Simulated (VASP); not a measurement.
# BiTe (I4mm) in VASP: notebook

BiTe is run at these levels: PBE; tasks: single point.

Everything below comes from runs of VASP 6.6.1. Logs are shortened: lines on timing, memory, paths and dates and some standing lists are left out, and cuts for length are marked.

**1. The cell of the first run**

It takes space group I4mm (No. 107, tetragonal). Conventional cell: a = 4.598 Å, b = 4.598 Å, c = 6.654 Å, α = 90.00°, β = 90.00°, γ = 90.00°. Within 3.7 Å of Bi (site symmetry 4mm) lie 5 Te at 2.79 to 3.30 Å. Te (site symmetry 4mm) has 5 Bi at 2.79 to 3.30 Å within 3.7 Å.

**2. Single point, PBE (atoms displaced along a vibrational mode, the cell strained)**

File INCAR:

```
SYSTEM = BiTe
ALGO = Normal
EDIFF = 1E-6
ENCUT = 520
GGA = PE
ISIF = 2
ISMEAR = 0
LASPH = .True.
LCHARG = .False.
LREAL = .False.
LWAVE = .False.
NBANDS = 18
NELM = 80
PREC = Accurate
SIGMA = 0.15
```

File KPOINTS:

```
k-points
0
Gamma
  12 12 12
  0 0 0
```

File POSCAR:

```
BiTe
1.0
    0.0000000000      3.2511939987      3.3269468189
    3.2511939987      0.0000000000      3.3269468189
    3.2511939987      3.2511939987      0.0000000000
Bi Te
1 1
Direct
    0.0305179670      0.0305179670     -0.0305179670
    0.4500183625      0.4500183625      0.5499816375
```

Potentials or basis: VASP PAW PBE potentials, release 64 (Bi_d, Te).

On the command line:

```sh
$ cat potpaw_PBE.64/Bi_d/POTCAR potpaw_PBE.64/Te/POTCAR > POTCAR
$ mpirun -np 1 vasp_std > vasp.out
```

OUTCAR:

```text
SYSTEM = BiTe
   EDIFF = 1E-6
   ENCUT = 520
   GGA = PE
   ISIF = 2
   ISMEAR = 0
   LASPH = .True.
   LREAL = .False.
   NELM = 80
   PREC = Accurate

 ion  position               nearest neighbor table
   1  0.031  0.031  0.969-   2 2.79   2 3.30   2 3.30   2 3.30   2 3.30
   2  0.450  0.450  0.550-   1 2.79   1 3.30   1 3.30   1 3.30   1 3.30

  LATTYP: Found a body centered tetragonal cell.
 ALAT       =     4.5978826469
 C/A-ratio  =     1.4471647384

  Lattice vectors:

 A1 = (  -3.2511939987,   0.0000000000,   3.3269468189)
 A2 = (   3.2511939987,   0.0000000000,   3.3269468189)
 A3 = (   0.0000000000,   3.2511939987,  -3.3269468189)

Analysis of symmetry for initial positions (statically):
=====================================================================
 Subroutine PRICEL returns:
 Original cell was already a primitive cell.

 Routine SETGRP: Setting up the symmetry group for a
 body centered tetragonal supercell.

 Subroutine GETGRP returns: Found  8 space group operations
 (whereof  8 operations were pure point group operations)
 out of a pool of 16 trial point group operations.

The static configuration has the point symmetry C_4v.

Analysis of symmetry for dynamics (positions and initial velocities):
=====================================================================
 Subroutine PRICEL returns:
 Original cell was already a primitive cell.

 Routine SETGRP: Setting up the symmetry group for a
 body centered tetragonal supercell.

 Subroutine GETGRP returns: Found  8 space group operations
 (whereof  8 operations were pure point group operations)
 out of a pool of 16 trial point group operations.

The dynamic configuration has the point symmetry C_4v.

 Subroutine INISYM returns: Found  8 space group operations
 (whereof  8 operations are pure point group operations),
 and found     1 'primitive' translations

----------------------------------------------------------------------------------------

                                     Primitive cell

  volume of cell :      70.3334

  direct lattice vectors                    reciprocal lattice vectors
     0.000000000  3.251193999  3.326946819    -0.153789654  0.153789654  0.150287945
     3.251193999  0.000000000  3.326946819     0.153789654 -0.153789654  0.150287945
     3.251193999  3.251193999  0.000000000     0.153789654  0.153789654 -0.150287945

  length of vectors
     4.651756394  4.651756394  4.597882647     0.264365243  0.264365243  0.264365243

  position of ions in fractional coordinates (direct lattice)
     0.030517967  0.030517967  0.969482033
     0.450018363  0.450018363  0.549981637

  ion indices of the primitive-cell ions
   primitive index   ion index
                 1           1
                 2           2

----------------------------------------------------------------------------------------

 KPOINTS: k-points

Automatic generation of k-mesh.
 Grid dimensions read from file:
 generate k-points for:   12   12   12

 Generating k-lattice:

  Cartesian coordinates                     Fractional coordinates (reciprocal lattice)
    -0.012815804  0.012815804  0.012523995     0.083333333  0.000000000  0.000000000
     0.012815804 -0.012815804  0.012523995     0.000000000  0.083333333  0.000000000
     0.012815804  0.012815804 -0.012523995     0.000000000  0.000000000  0.083333333

  Length of vectors
     0.022030437  0.022030437  0.022030437

  Shift w.r.t. Gamma in fractional coordinates (k-lattice)
     0.000000000  0.000000000  0.000000000

 Subroutine IBZKPT returns following result:
 ===========================================

 Found    163 irreducible k-points:

 Following reciprocal coordinates:
            Coordinates               Weight
  0.000000  0.000000  0.000000      1.000000
  0.083333  0.000000  0.000000      8.000000
  0.166667  0.000000  0.000000      8.000000
  0.250000 -0.000000  0.000000      8.000000
  0.333333  0.000000  0.000000      8.000000
  0.416667  0.000000  0.000000      8.000000
[... 16 lines left out ...]
  0.500000  0.166667  0.000000      8.000000
 -0.416667  0.166667  0.000000      8.000000
 [... further k-points ...]
   k-points           NKPTS =    163   k-points in BZ     NKDIM =    163   number of bands    NBANDS=     18
   number of dos      NEDOS =    301   number of ions     NIONS =      2
   total plane-waves  NPLWV =  46656
   dimension x,y,z NGX =    36 NGY =   36 NGZ =   36
   dimension x,y,z NGXF=    72 NGYF=   72 NGZF=   72
   ions per type =               1   1
   NGX,Y,Z   is equivalent  to a cutoff of  12.87, 12.87, 13.02 a.u.
   NGXF,Y,Z  is equivalent  to a cutoff of  25.73, 25.73, 26.03 a.u.
 SYSTEM =  BiTe
   PREC   = accura    normal or accurate (medium, high low for compatibility)
   ISTART =      0    job   : 0-new  1-cont  2-samecut
   ICHARG =      2    charge: 1-file 2-atom 10-const
   ISPIN  =      1    spin polarized calculation?
   LNONCOLLINEAR =      F non collinear calculations
   LSORBIT =      F    spin-orbit coupling
   LASPH  =      T    aspherical Exc in radial PAW
   ENCUT  =  520.0 eV  38.22 Ry    6.18 a.u.   8.65  8.65  8.55*2*pi/ulx,y,z
   NELM   =     80;   NELMIN=  2; NELMDL= -5     # of ELM steps
   EDIFF  = 0.1E-05   stopping-criterion for ELM
   LREAL  =      F    real-space projection
   EDIFFG = 0.1E-04   stopping-criterion for IOM
   NSW    =      0    number of steps for IOM
   IBRION =     -1    ionic relax: 0-MD 1-quasi-New 2-CG
   NFREE  =      0    steps in history (QN), initial steepest desc. (CG)
   ISIF   =      2    stress and relaxation
   ISYM   =      2    0-nonsym 1-usesym 2-fastsym
   POTIM  = 0.5000    time-step for ionic-motion
   TEBEG  =    0.0;   TEEND  =   0.0 temperature during run
   PSTRESS=    0.0 pullay stress
   NELECT =      21.0000    total number of electrons
   NUPDOWN=      -1.0000    fix difference up-down
   EMIN   =  10.00;   EMAX   =-10.00  energy-range for DOS
   EFERMI =   0.00;   METHOD = LEGACY
   ISMEAR =     0;   SIGMA  =   0.15  broadening in eV -4-tet -1-fermi 0-gaus
   EFERMI_NEDOS =   21; number of points for ismear=-14 and -15
   IALGO  =     38    algorithm
   IMIX   =      4    mixing-type and parameters
     AMIX     =   0.40;   BMIX     =  1.00
     AMIX_MAG =   1.60;   BMIX_MAG =  1.00
  volume/ion in A,a.u.               =      35.17       237.32
[... 19 lines left out ...]
  ---------------------------------------------------
  ext. energy  EPLUGINS =         0.00000000
  ---------------------------------------------------
  free energy    TOTEN  =        -6.85692337 eV

  energy without entropy =       -6.83991363  energy(sigma->0) =       -6.84841850

 E-fermi :   6.5275     XC(G=0):  -9.2111

 val. band max:        6.5261113909   @ k =  -0.2500   0.1667   0.0833
 cond. band min:       6.5345495537   @ k =  -0.3333   0.3333   0.2500
 fundamental gap:      0.0084381628
 Fermi energy:         6.5274949167

 k-point     1 :       0.0000    0.0000    0.0000
  band No.  band energies     occupation
      1     -16.9255      2.00000
      2     -16.8708      2.00000
      3     -16.8708      2.00000
      4     -16.8110      2.00000
      5     -16.8106      2.00000
      6      -7.3295      2.00000
[... 10 lines left out ...]
     17      11.8306      0.00000
     18      12.6862      0.00000

 k-point     2 :       0.0833    0.0000    0.0000
  band No.  band energies     occupation
      1     -16.9258      2.00000
      2     -16.8706      2.00000
      3     -16.8705      2.00000
      4     -16.8108      2.00000
      5     -16.8107      2.00000
      6      -7.2732      2.00000
[... 10 lines left out ...]
     17      12.3263      0.00000
     18      13.1576      0.00000

 k-point     3 :       0.1667    0.0000    0.0000
  band No.  band energies     occupation
      1     -16.9265      2.00000
      2     -16.8701      2.00000
      3     -16.8696      2.00000
      4     -16.8111      2.00000
      5     -16.8100      2.00000
      6      -7.1068      2.00000
[... 10 lines left out ...]
     17      13.3228      0.00000
     18      14.0725      0.00000

 k-point     4 :       0.2500   -0.0000    0.0000
  band No.  band energies     occupation
      1     -16.9274      2.00000
      2     -16.8694      2.00000
      3     -16.8685      2.00000
      4     -16.8116      2.00000
      5     -16.8090      2.00000
      6      -6.8398      2.00000
[... 10 lines left out ...]
     17      14.5202      0.00000
     18      15.2881      0.00000

 k-point     5 :       0.3333    0.0000    0.0000
  band No.  band energies     occupation
      1     -16.9284      2.00000
      2     -16.8687      2.00000
      3     -16.8674      2.00000
      4     -16.8121      2.00000
      5     -16.8079      2.00000
      6      -6.4958      2.00000
[... 10 lines left out ...]
     17      15.3905      0.00000
     18      16.6121      0.00000

 k-point     6 :       0.4167    0.0000    0.0000
  band No.  band energies     occupation
      1     -16.9291      2.00000
      2     -16.8682      2.00000
      3     -16.8666      2.00000
      4     -16.8123      2.00000
      5     -16.8071      2.00000
      6      -6.1394      2.00000
[... 10 lines left out ...]
     17      14.9764      0.00000
     18      15.9143      0.00000

 k-point     7 :       0.5000   -0.0000    0.0000
  band No.  band energies     occupation
      1     -16.9294      2.00000
      2     -16.8680      2.00000
      3     -16.8663      2.00000
      4     -16.8124      2.00000
      5     -16.8068      2.00000
      6      -5.9572      2.00000
[... 10 lines left out ...]
     17      14.5089      0.00000
     18      15.0078      0.00000

 k-point     8 :       0.0833    0.0833    0.0000
  band No.  band energies     occupation
      1     -16.9264      2.00000
      2     -16.8702      2.00000
      3     -16.8702      2.00000
      4     -16.8112      2.00000
      5     -16.8104      2.00000
      6      -7.2519      2.00000
[... 10 lines left out ...]
     17      12.4285      0.00000
     18      13.1019      0.00000
[... 229 lines left out ...]
     17      12.9397      0.00000
     18      13.3072      0.00000

 k-point    20 :       0.2500    0.1667    0.0000
  band No.  band energies     occupation
      1     -16.9301      2.00000
      2     -16.8675      2.00000
      3     -16.8674      2.00000
      4     -16.8117      2.00000
      5     -16.8095      2.00000
      6      -6.8196      2.00000
[... 10 lines left out ...]
     17      13.7776      0.00000
     18      13.9752      0.00000

 k-point    21 :       0.3333    0.1667    0.0000
  band No.  band energies     occupation
      1     -16.9313      2.00000
      2     -16.8667      2.00000
      3     -16.8663      2.00000
      4     -16.8110      2.00000
      5     -16.8098      2.00000
      6      -6.5242      2.00000
[... 10 lines left out ...]
     17      14.7588      0.00000
     18      15.0492      0.00000

 k-point    22 :       0.4167    0.1667    0.0000
  band No.  band energies     occupation
      1     -16.9319      2.00000
      2     -16.8663      2.00000
      3     -16.8654      2.00000
      4     -16.8103      2.00000
      5     -16.8099      2.00000
      6      -6.1681      2.00000
[... 10 lines left out ...]
     17      14.8750      0.00000
     18      15.5937      0.00000

 k-point    23 :       0.5000    0.1667    0.0000
  band No.  band energies     occupation
      1     -16.9317      2.00000
      2     -16.8664      2.00000
      3     -16.8651      2.00000
      4     -16.8112      2.00000
      5     -16.8086      2.00000
      6      -5.8468      2.00000
[... 10 lines left out ...]
     17      14.6614      0.00000
     18      15.3258      0.00000

 k-point    24 :      -0.4167    0.1667    0.0000
  band No.  band energies     occupation
      1     -16.9308      2.00000
      2     -16.8671      2.00000
      3     -16.8653      2.00000
      4     -16.8120      2.00000
      5     -16.8075      2.00000
      6      -5.8048      2.00000
[... 10 lines left out ...]
     17      15.2517      0.00000
     18      16.4326      0.00000

 [... further k-points ...]

------------------------ aborting loop because EDIFF is reached ----------------------------------------

  FORCE on cell =-STRESS in cart. coord.  units (eV):
  Direction    XX          YY          ZZ          XY          YZ          ZX
  --------------------------------------------------------------------------------------
  -------------------------------------------------------------------------------------
  Total        0.7853889      0.7853889      2.8498572      0.0000000      0.0000000      0.0000000
  in kB       17.8909623     17.8909623     64.9190346      0.0000000      0.0000000      0.0000000
  external PRESSURE =      33.5669864 kB  Pullay stress =       0.0000000 kB

 VOLUME and BASIS-vectors are now :
 -----------------------------------------------------------------------------
  energy-cutoff  :      520.00
  volume of cell :       70.33
      direct lattice vectors                 reciprocal lattice vectors
     0.000000000  3.251193999  3.326946819    -0.153789654  0.153789654  0.150287945
     3.251193999  0.000000000  3.326946819     0.153789654 -0.153789654  0.150287945
     3.251193999  3.251193999  0.000000000     0.153789654  0.153789654 -0.150287945

 POSITION                                       TOTAL-FORCE (eV/Angst)
 -----------------------------------------------------------------------------------
      3.25119      3.25119      0.20306         0.000000      0.000000     -1.630392
      3.25119      3.25119      2.99437         0.000000      0.000000      1.630392
 -----------------------------------------------------------------------------------
    total drift:                                0.000000      0.000000      0.000405

  FREE ENERGIE OF THE ION-ELECTRON SYSTEM (eV)
  ---------------------------------------------------
  free  energy   TOTEN  =        -6.8569233710 eV

  energy  without entropy=       -6.8399136318  energy(sigma->0) =       -6.84841850
```

Run time: 2 min. Hardware: 1 thread of Intel Xeon Platinum 8259CL at 2.50GHz (Skylake/Cascade Lake), shared host; peak memory 0.35 GiB.

What came out:

```yaml
Free_energy: -6.8569 eV
Pressure: 3.4 GPa
Largest_force: 1.630 eV/Å
Band_gap_on_the_k_mesh: zero (an odd number of electrons rules out a gap without spin polarisation)
```

Forces on the atoms (eV/Å):
```
Bi   0.000  0.000 -1.630
Te   0.000  0.000  1.630
```

Stress tensor (GPa, compression positive):
```
1.79 0.00 0.00
0.00 1.79 0.00
0.00 0.00 6.49
```

Levels at points of the mesh, in eV from the Fermi level:
| k point | band 8 | band 9 | band 10 | band 11 | band 12 | band 13 |
| --- | --- | --- | --- | --- | --- | --- |
| (0.00, 0.00, 0.00) | -3.26 | -2.55 | -2.55 | 0.96 | 0.96 | 2.00 |
| (0.50, 0.00, 0.00) | -3.23 | -2.37 | -2.31 | -0.58 | -0.57 | 0.44 |
| (0.50, 0.50, 0.00) | -5.12 | -4.14 | -4.14 | 2.14 | 3.28 | 3.28 |
| (0.50, 0.00, 0.50) | -5.72 | -4.19 | -3.98 | 0.52 | 3.46 | 4.39 |

Caveat: the cell differs from its parent crystal (atoms displaced along a vibrational mode, the cell strained); the cell stands under pressure; spin-orbit coupling is left out, which moves the levels of the heavy elements; forces of over 1 eV/Å act on the atoms, so gaps and moduli don't describe the material at rest.

**3. Single point, PBE (atoms displaced along a vibrational mode, the cell strained)**

File INCAR:

```
PREC = Accurate
ENCUT = 520
EDIFF = 1E-6
ISMEAR = 0
SIGMA = 0.15
LREAL = False
LASPH = True
NELM = 60
ALGO = Normal
ISIF = 2
LWAVE = False
LCHARG = True
GGA = PE
LELF = True
LVHAR = True
NBANDS = 18
```

File KPOINTS:

```
regular mesh
0
Gamma
  12 12 12
```

File POSCAR:

```
BiTe
1.0
    0.0000000000      3.2511939987      3.3269468189
    3.2511939987      0.0000000000      3.3269468189
    3.2511939987      3.2511939987      0.0000000000
Bi Te
1 1
Direct
    0.0203484414      0.0203484414     -0.0203484414
    0.4666737820      0.4666737820      0.5333262180
```

Potentials or basis: VASP PAW PBE potentials, release 64 (Bi_d, Te).

On the command line:

```sh
$ cat potpaw_PBE.64/Bi_d/POTCAR potpaw_PBE.64/Te/POTCAR > POTCAR
$ mpirun -np 1 vasp_std > vasp.out
```

Wall time 2.1 min (1 thread of Intel Xeon Platinum 8259CL at 2.50GHz (Skylake/Cascade Lake), shared host); peak memory 0.35 GiB.

The run converged. Its results:

- Free energy: -7.0576 eV
- Pressure: 0.8 GPa
- Largest force: 0.741 eV/Å
- Band gap on the k mesh: zero (an odd number of electrons rules out a gap without spin polarisation)

Forces on the atoms (eV/Å):
```
Bi   0.000  0.000 -0.741
Te   0.000  0.000  0.741
```

Stress tensor (GPa, compression positive):
```
0.54 0.00 0.00
0.00 0.54 0.00
0.00 0.00 1.45
```

Levels at points of the mesh, in eV from the Fermi level:
```tsv
k point	band 7	band 8	band 9	band 10	band 11	band 12	band 13	band 14
(0.00, 0.00, 0.00)	-8.34	-2.77	-2.57	-2.57	1.59	1.59	1.81	4.52
(0.50, 0.00, 0.00)	-10.96	-2.68	-2.06	-2.00	-0.67	-0.58	-0.04	6.64
(0.50, 0.50, 0.00)	-10.43	-5.27	-3.98	-3.98	2.26	3.36	3.36	4.56
(0.50, 0.00, 0.50)	-10.06	-5.58	-4.01	-3.98	1.32	3.23	4.27	4.59
```

Caveat: the cell differs from its parent crystal (atoms displaced along a vibrational mode, the cell strained); spin-orbit coupling is left out, which moves the levels of the heavy elements.

**4. Single point, PBE (atoms displaced along a vibrational mode, the cell strained)**

File INCAR:

```
SYSTEM = BiTe
ALGO = Normal
EDIFF = 1E-6
ENCUT = 520
GGA = PE
ISIF = 2
ISMEAR = 0
LASPH = .True.
LCHARG = .False.
LREAL = .False.
LWAVE = .False.
NBANDS = 18
NELM = 100
PREC = Accurate
SIGMA = 0.15
```

File KPOINTS:

```
k-points
0
Gamma
  12 12 12
  0 0 0
```

File POSCAR:

```
BiTe
1.0
    0.0000000000      3.2511939987      3.4030247584
    3.2511939987      0.0000000000      3.4030247584
    3.2511939987      3.2511939987      0.0000000000
Bi Te
1 1
Direct
    0.0101695256      0.0101695256     -0.0101695256
    0.4833445805      0.4833445805      0.5166554195
```

On the command line:

```sh
$ cat potpaw_PBE.64/Bi_d/POTCAR potpaw_PBE.64/Te/POTCAR > POTCAR
$ mpirun -np 1 vasp_std > vasp.out
```

Wall time 2.3 min (1 thread of Intel Xeon Platinum 8259CL at 2.50GHz (Skylake/Cascade Lake), shared host); peak memory 0.36 GiB.

The run converged. Its results:

```yaml
Free_energy: -7.1264 eV
Pressure: -1.4 GPa
Largest_force: 0.196 eV/Å
Band_gap_on_the_k_mesh: zero (an odd number of electrons rules out a gap without spin polarisation)
```

Forces on the atoms (eV/Å):
```
Bi   0.000  0.000 -0.196
Te   0.000  0.000  0.196
```

Stress tensor (GPa, compression positive):
```
-0.64  0.00  0.00
 0.00 -0.64  0.00
 0.00  0.00 -2.97
```

Levels at points of the mesh, in eV from the Fermi level:
```csv
k point,band 6,band 7,band 8,band 9,band 10,band 11,band 12,band 13,band 14,band 15
"(0.00, 0.00, 0.00)",-13.20,-8.35,-2.58,-2.58,-2.15,1.42,2.18,2.18,4.52,4.95
"(0.50, 0.00, 0.00)",-11.50,-11.01,-2.11,-1.82,-1.68,-0.74,-0.50,-0.39,7.01,7.65
"(0.50, 0.50, 0.00)",-11.84,-9.80,-5.14,-3.75,-3.75,2.48,3.39,3.39,4.14,8.48
"(0.50, 0.00, 0.50)",-11.51,-10.10,-5.36,-4.04,-3.55,2.11,2.80,3.99,4.69,8.07
```

Caveat: the cell differs from its parent crystal (atoms displaced along a vibrational mode, the cell strained); spin-orbit coupling is left out, which moves the levels of the heavy elements.

**5. The runs side by side**

```tsv
cell	gap on the mesh (eV)	pressure (GPa)	largest force (eV/Å)
a = 4.652, b = 4.652, c = 4.598 Å, angles 60.4, 60.4, 59.2°, 2 atoms, atomic positions A	none	3.4	1.63
a = 4.652, b = 4.652, c = 4.598 Å, angles 60.4, 60.4, 59.2°, 2 atoms, atomic positions B	none	0.8	0.74
a = 4.706, b = 4.706, c = 4.598 Å, angles 60.8, 60.8, 58.5°, 2 atoms, atomic positions C	none	-1.4	0.20
```

Alike in all rows: task single point; level PBE; potentials or basis VASP PAW PBE potentials, release 64 (Bi_d, Te); no spin polarisation; k mesh 12 × 12 × 12; cutoff (eV) 520; smearing gaussian 0.15 eV.

Caveats: spin-orbit coupling is left out, which moves the levels of the heavy elements; the cell stands under pressure (at least some runs); forces of over 1 eV/Å act on the atoms, so gaps and moduli don't describe the material at rest (at least some runs).

Absolute energies hang on the potentials; compare differences alone.
